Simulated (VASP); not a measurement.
# Te (R-3m) in VASP: notebook

Runs on Te. Level: PBE. Tasks: single point.

All numbers are computed with VASP 6.6.1; they aren't measurements. Logs are shortened: lines on timing, memory, paths and dates and some standing lists are left out, and cuts for length are marked.

### 1 The cell of the first run

The structure is trigonal, space group R-3m (No. 166). The conventional cell has a = 4.752 Å, b = 4.752 Å, c = 5.419 Å, α = 90.00°, β = 90.00°, γ = 120.00°. Within 4.3 Å of Te (site symmetry -3m) lie 6 Te at 3.28 Å.

### 2 Single point, PBE (35.32 Å³/atom)

Contents of INCAR:

```
ALGO     = Normal         # electronic algorithm
EDIFF    = 1E-6           # SCF threshold, eV
ENCUT    = 520            # plane-wave cutoff, eV
GGA      = PE             # functional
ISIF     = 2              # what is computed and relaxed
ISMEAR   = 0              # smearing method
LASPH    = T              # aspherical terms in the spheres
LCHARG   = F              # write CHGCAR
LREAL    = F              # projectors in reciprocal space
LWAVE    = F              # write WAVECAR
NBANDS   = 9              # bands
NELM     = 80             # most SCF steps
PREC     = Accurate       # precision mode
SIGMA    = 0.15           # smearing width, eV
```

Contents of KPOINTS:

```
k-points
0
Gamma
  15 15 15
```

Contents of POSCAR:

```
Te
1.0
    2.3759301549      1.3717439145      1.8063404991
   -2.3759301549      1.3717439145      1.8063404991
    0.0000000000     -2.7434878290      1.8063404992
Te
1
Direct
    0.5000000000      0.5000000000      0.5000000000
```

Potentials or basis: VASP PAW PBE potentials, release 64 (Te).

Launch:

```sh
cat potpaw_PBE.64/Te/POTCAR > POTCAR
mpirun -np 1 vasp_std > vasp.out
```

OUTCAR:

```text
EDIFF = 1E-6
   ENCUT = 520
   GGA = PE
   ISIF = 2
   ISMEAR = 0
   LASPH = T
   LREAL = F
   NELM = 80
   PREC = Accurate

 ion  position               nearest neighbor table
   1  0.500  0.500  0.500-

  LATTYP: Found a trigonal (rhomboedric) cell.
 ALAT       =     3.2847513554
 COS(alpha) =    -0.0463869959

  Lattice vectors:

 A1 = (   2.3759301549,   1.3717439145,   1.8063404991)
 A2 = (  -2.3759301549,   1.3717439145,   1.8063404991)
 A3 = (   0.0000000000,  -2.7434878290,   1.8063404992)

Analysis of symmetry for initial positions (statically):
=====================================================================
 Subroutine PRICEL returns:
 Original cell was already a primitive cell.

 Routine SETGRP: Setting up the symmetry group for a
 trigonal (rhombohedral) supercell.

 Subroutine GETGRP returns: Found 12 space group operations
 (whereof 12 operations were pure point group operations)
 out of a pool of 12 trial point group operations.

The static configuration has the point symmetry D_3d.

Analysis of symmetry for dynamics (positions and initial velocities):
=====================================================================
 Subroutine PRICEL returns:
 Original cell was already a primitive cell.

 Routine SETGRP: Setting up the symmetry group for a
 trigonal (rhombohedral) supercell.

 Subroutine GETGRP returns: Found 12 space group operations
 (whereof 12 operations were pure point group operations)
 out of a pool of 12 trial point group operations.

The dynamic configuration has the point symmetry D_3d.

 Subroutine INISYM returns: Found 12 space group operations
 (whereof 12 operations are pure point group operations),
 and found     1 'primitive' translations

----------------------------------------------------------------------------------------

                                     Primitive cell

  volume of cell :      35.3230

  direct lattice vectors                    reciprocal lattice vectors
     2.375930155  1.371743915  1.806340499     0.210443897  0.121499840  0.184535160
    -2.375930155  1.371743915  1.806340499    -0.210443897  0.121499840  0.184535160
     0.000000000 -2.743487829  1.806340499     0.000000000 -0.242999681  0.184535160

  length of vectors
     3.284751355  3.284751355  3.284751355     0.305126318  0.305126318  0.305126318

  position of ions in fractional coordinates (direct lattice)
[... 72 lines left out ...]
   LNONCOLLINEAR =      F non collinear calculations
   LSORBIT =      F    spin-orbit coupling
   LASPH  =      T    aspherical Exc in radial PAW
   ENCUT  =  520.0 eV  38.22 Ry    6.18 a.u.   6.11  6.11  6.11*2*pi/ulx,y,z
   NELM   =     80;   NELMIN=  2; NELMDL= -5     # of ELM steps
   EDIFF  = 0.1E-05   stopping-criterion for ELM
   LREAL  =      F    real-space projection
[... 7 lines left out ...]
   TEBEG  =    0.0;   TEEND  =   0.0 temperature during run
   PSTRESS=    0.0 pullay stress
   NELECT =       6.0000    total number of electrons
   NUPDOWN=      -1.0000    fix difference up-down
   EMIN   =  10.00;   EMAX   =-10.00  energy-range for DOS
   EFERMI =   0.00;   METHOD = LEGACY
   ISMEAR =     0;   SIGMA  =   0.15  broadening in eV -4-tet -1-fermi 0-gaus
   EFERMI_NEDOS =   21; number of points for ismear=-14 and -15
   IALGO  =     38    algorithm
   IMIX   =      4    mixing-type and parameters
     AMIX     =   0.40;   BMIX     =  1.00
     AMIX_MAG =   1.60;   BMIX_MAG =  1.00
  volume/ion in A,a.u.               =      35.32       238.37
  Fermi-wavevector in a.u.,A,eV,Ry     =   0.906649  1.713319 11.184168  0.822013
  Thomas-Fermi vector in A             =   2.030363
   LORBIT       =      0    0 simple, 1 ext, 2 COOP (PROOUT), +10 PAW based schemes
   GGA     = PE    functional components
   LHFCALC =     F    Hartree Fock is set to
   AEXX    =    0.0000 exact exchange contribution
   IVDW    =     0    specifies the selected vdW correction
   LEPSILON=     F    determine dielectric tensor
   LRPA    =     F    only Hartree local field effects (RPA)
 non-spin polarized calculation
 Gauss-broadening in eV      SIGMA  =   0.15
  energy-cutoff  :      520.00
  volume of cell :       35.32
 maximum number of plane-waves:       967
   NGX = 13   NGY = 13   NGZ = 13

 number of electron       5.9999999 magnetization

 Free energy of the ion-electron system (eV)
  ---------------------------------------------------
  ext. energy  EPLUGINS =         0.00000000
  ---------------------------------------------------
  free energy    TOTEN  =        -3.07575280 eV

  energy without entropy =       -3.06939006  energy(sigma->0) =       -3.07257143

 E-fermi :   5.4288     XC(G=0):  -8.9554

 val. band max:        5.4245339383   @ k =  -0.1333   0.1333   0.1333
 cond. band min:       5.4302693106   @ k =  -0.2667  -0.3333   0.2000
 fundamental gap:      0.0057353723
 Fermi energy:         5.4287507811

 k-point     1 :       0.0000    0.0000    0.0000
  band No.  band energies     occupation
      1      -7.5775      2.00000
      2       6.3744      0.00000
      3       6.6653      0.00000
      4       6.6653      0.00000
      5      11.6330      0.00000
      6      11.6330      0.00000
      7      11.6685      0.00000
      8      22.0256      0.00000
      9      22.1371      0.00000
[... 265 lines left out ...]
 k-point    24 :       0.2000    0.1333   -0.0000
  band No.  band energies     occupation
      1      -6.9709      2.00000
      2       3.6730      2.00000
      3       5.1145      1.99695
      4       7.0696      0.00000
      5      12.3243      0.00000
      6      14.2176      0.00000
      7      15.6264      0.00000
      8      17.6109      0.00000
      9      18.7055      0.00000

 [... further k-points ...]

------------------------ aborting loop because EDIFF is reached ----------------------------------------

  FORCE on cell =-STRESS in cart. coord.  units (eV):
  Direction    XX          YY          ZZ          XY          YZ          ZX
  --------------------------------------------------------------------------------------
  -------------------------------------------------------------------------------------
  Total       -0.8062703     -0.8062703     -0.6146260      0.0000000      0.0000000      0.0000000
  in kB      -36.5707346    -36.5707346    -27.8781474      0.0000000      0.0000000      0.0000000
  external PRESSURE =     -33.6732056 kB  Pullay stress =       0.0000000 kB

 VOLUME and BASIS-vectors are now :
 -----------------------------------------------------------------------------
  energy-cutoff  :      520.00
  volume of cell :       35.32
      direct lattice vectors                 reciprocal lattice vectors
     2.375930155  1.371743915  1.806340499     0.210443897  0.121499840  0.184535160
    -2.375930155  1.371743915  1.806340499    -0.210443897  0.121499840  0.184535160
     0.000000000 -2.743487829  1.806340499     0.000000000 -0.242999681  0.184535160

 POSITION                                       TOTAL-FORCE (eV/Angst)
 -----------------------------------------------------------------------------------
      0.00000      0.00000      2.70951         0.000000      0.000000      0.000000
 -----------------------------------------------------------------------------------
    total drift:                                0.000000      0.000000     -0.000000

  FREE ENERGIE OF THE ION-ELECTRON SYSTEM (eV)
  ---------------------------------------------------
  free  energy   TOTEN  =        -3.0757527962 eV

  energy  without entropy=       -3.0693900566  energy(sigma->0) =       -3.07257143
```

Run time: 16 s. Hardware: 1 thread of Intel Xeon 6975P-C (Granite Rapids), shared host; peak memory 0.21 GiB.

What came out:

```yaml
Free_energy: -3.0758 eV
Pressure: -3.4 GPa
Band_gap_on_the_k_mesh: zero (bands 3 and 4 overlap by 4.43 eV)
```

Stress tensor (GPa, compression positive):
```
-3.66  0.00  0.00
 0.00 -3.66  0.00
 0.00  0.00 -2.79
```

Caveat: the cell stands under tension; spin-orbit coupling is left out, which moves the levels of the heavy elements.

### 3 Single point, PBE (30.96 Å³/atom)

This run uses another cell than the first one, of 30.96 Å³/atom.

Contents of INCAR:

```
SYSTEM = Te
ALGO = Normal ; EDIFF = 1E-6
ENCUT = 520 ; GGA = PE
ISIF = 2 ; ISMEAR = 0
LASPH = .True. ; LCHARG = .False.
LREAL = .False. ; LWAVE = .False.
NBANDS = 9 ; NELM = 100
PREC = Accurate ; SIGMA = 0.15
```

Contents of KPOINTS:

```
k-points
0
Gamma
  15 15 15
  0 0 0
```

Contents of POSCAR:

```
Te
1.0
    2.2738273078      1.3127948083      1.7287151079
   -2.2738273078      1.3127948083      1.7287151079
    0.0000000000     -2.6255896165      1.7287151079
Te
1
Direct
    0.5000000000      0.5000000000      0.5000000000
```

Potentials or basis: VASP PAW PBE potentials, release 64 (Te).

Launch:

```sh
cat potpaw_PBE.64/Te/POTCAR > POTCAR
mpirun -np 1 vasp_std > vasp.out
```

Run time: 41 s. Hardware: 1 thread of AMD EPYC 7R13, shared host; peak memory 0.18 GiB.

The run converged. Its results:

* Free energy: -3.0927 eV
* Pressure: 2.9 GPa
* Band gap on the k mesh: zero (bands 3 and 4 overlap by 5.28 eV)

Levels at points of the mesh, in eV from the Fermi level:
| k point | band 1 | band 2 | band 3 | band 4 | band 5 | band 6 | band 7 |
| --- | --- | --- | --- | --- | --- | --- | --- |
| (0.00, 0.00, 0.00) | -14.00 | 1.07 | 1.40 | 1.40 | 6.03 | 6.03 | 6.75 |

Caveat: spin-orbit coupling is left out, which moves the levels of the heavy elements.

### 4 Single point, PBE (31.83 Å³/atom)

This run uses another cell than the first one, of 31.83 Å³/atom.

Contents of INCAR:

```
  ALGO = Normal
  EDIFF = 1E-7
  ENCUT = 520
  GGA = PE
  ISIF = 2
  ISMEAR = 0
  LASPH = T
  LCHARG = F
  LREAL = F
  LWAVE = F
  NBANDS = 9
  NELM = 100
  PREC = Accurate
  SIGMA = 0.15
```

Contents of KPOINTS:

```
k-points
0
Gamma
  15 15 15
```

Contents of POSCAR:

```
Te
1.0
    2.3155304832      1.3368721478      1.7139556637
   -2.3155304832      1.3368721478      1.7139556637
    0.0000000000     -2.6737442956      1.7139556637
Te
1
Direct
    0.5000000000      0.5000000000      0.5000000000
```

Launch:

```sh
cat potpaw_PBE.64/Te/POTCAR > POTCAR
mpirun -np 1 vasp_std > vasp.out
```

It took 38 s on 1 thread of AMD EPYC 7R13, shared host; peak memory 0.18 GiB.

Results (log left out):

```yaml
Free_energy: -3.1029 eV
Pressure: 1.1 GPa
Band_gap_on_the_k_mesh: zero (bands 3 and 4 overlap by 4.87 eV)
```

Stress tensor (GPa, compression positive):
```
0.96 0.00 0.00
0.00 0.96 0.00
0.00 0.00 1.35
```

Levels at points of the mesh, in eV from the Fermi level:
```tsv
k point	band 1	band 2	band 3	band 4	band 5	band 6	band 7	band 8
(0.00, 0.00, 0.00)	-13.76	1.00	1.44	1.44	6.12	6.12	6.67	16.90
```

Caveat: spin-orbit coupling is left out, which moves the levels of the heavy elements.

### 5 Single point, PBE (31.83 Å³/atom)

This run uses another cell than the first one, of 31.83 Å³/atom.

Contents of INCAR:

```
PREC     = Accurate       # precision mode
ENCUT    = 520            # plane-wave cutoff, eV
EDIFF    = 1E-6           # SCF threshold, eV
ISMEAR   = 0              # smearing method
SIGMA    = 0.15           # smearing width, eV
LREAL    = False          # projectors in reciprocal space
LASPH    = True           # aspherical terms in the spheres
NELM     = 60             # most SCF steps
ALGO     = Normal         # electronic algorithm
ISIF     = 2              # what is computed and relaxed
LWAVE    = False          # write WAVECAR
LCHARG   = False          # write CHGCAR
GGA      = PE             # functional
NBANDS   = 9              # bands
```

Contents of KPOINTS:

```
regular mesh
0
Gamma
  15 15 15
```

Contents of POSCAR:

```
Te
1.0
    2.1950177867      1.2672941100      1.9073241221
   -2.1950177867      1.2672941100      1.9073241221
    0.0000000000     -2.5345882200      1.9073241221
Te
1
Direct
    0.5000000000      0.5000000000      0.5000000000
```

Launch:

```sh
cat potpaw_PBE.64/Te/POTCAR > POTCAR
mpirun -np 1 vasp_std > vasp.out
```

Wall time 37 s (1 thread of AMD EPYC 7R13, shared host); peak memory 0.18 GiB.

It converged, with:

| Item | Value |
| --- | --- |
| Free energy | -3.1041 eV |
| Pressure | 1.3 GPa |
| Band gap on the k mesh | zero (bands 3 and 4 overlap by 5.34 eV) |

Stress tensor (GPa, compression positive):
```
1.39 0.00 0.00
0.00 1.39 0.00
0.00 0.00 1.10
```

Levels at points of the mesh, in eV from the Fermi level:
```
           k point  band 1  band 2  band 3  band 4  band 5  band 6  band 7
(0.00, 0.00, 0.00)  -13.78    1.16    1.16    1.44    6.06    6.06    6.64
```

Caveat: spin-orbit coupling is left out, which moves the levels of the heavy elements.

### 6 The runs side by side

```csv
cell,gap on the mesh (eV),pressure (GPa)
"a = 3.285 Å, angles 92.7°, 1 atom",none,-3.4
"a = 3.144 Å, angles 92.7°, 1 atom",none,2.9
"a = 3.176 Å, angles 93.6°, 1 atom",none,1.1
"a = 3.172 Å, angles 87.6°, 1 atom",none,1.3
```

Alike in all rows: task single point; level PBE; potentials or basis VASP PAW PBE potentials, release 64 (Te); no spin polarisation; k mesh 15 × 15 × 15; cutoff (eV) 520; smearing gaussian 0.15 eV.

Caveats: spin-orbit coupling is left out, which moves the levels of the heavy elements; the cell stands under tension (at least some runs).

Absolute energies hang on the potentials; compare differences alone.
